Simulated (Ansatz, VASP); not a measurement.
Ta in VASP and in Ansatz

```
Ta
1.0
    -1.62634    1.62634    1.62634
     1.62634   -1.62634    1.62634
     1.62634    1.62634   -1.62634
Ta
1
Direct
  0.00000 0.00000 0.00000
```

Alike in both runs: functional LDA; k mesh 18 × 18 × 18; occupations gaussian, width 0.1 eV; no spin polarisation.

Ansatz relaxed the structure, and its values are those at the end. VASP's run is a single point on that final structure, the one shown.

|  | VASP | Ansatz |
| --- | --- | --- |
| version | VASP 6.6.1 | Ansatz 0.2.0 |
| potentials or method | VASP PAW LDA potentials, release 64 (Ta_pv), cutoff 520 eV | scalar-relativistic, plane waves, PAW |
| valence electrons in the cell | 11 | 13 |

|  | VASP | Ansatz | Ansatz less VASP |
| --- | --- | --- | --- |
| gap on the k mesh at the Fermi level (eV) | none | none | - |
| pressure (GPa) | 0.9 | 0.0 | -0.91 |

LDA's correlation is that of Perdew and Zunger in VASP and of Perdew and Wang (1992) in Ansatz. A gap of «none» marks a metal or a gap that the smearing closes. VASP's potentials hold 11 valence electrons a cell and Ansatz's 13, so a difference there can come from the potentials and not from the codes.

Spin-orbit coupling is off throughout.
